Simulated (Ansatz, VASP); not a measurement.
One calculation of Na, two programs

```
CELL_PARAMETERS angstrom
-2.11250 2.11250 2.11250
2.11250 -2.11250 2.11250
2.11250 2.11250 -2.11250
ATOMIC_POSITIONS crystal
Na 0.00000 0.00000 0.00000
```

Alike in both runs: task single point; functional r2SCAN; k mesh 11 × 11 × 11; occupations gaussian, width 0.01 eV; no spin polarisation.

```csv
,VASP,Ansatz
version,VASP 6.6.1,Ansatz 0.2.0
potentials or method,"VASP PAW PBE potentials, release 64 (Na_pv), cutoff 520 eV","plane waves (500 eV) with PAW, scalar-relativistic"
valence electrons in the cell,7,9
```

```csv
,VASP,Ansatz,Ansatz less VASP
pressure (GPa),0.1,0.0,-0.09
```

VASP's potentials were made for PBE, not for r2SCAN. VASP's potentials hold 7 valence electrons a cell and Ansatz's 9, so a difference there can come from the potentials and not from the codes.
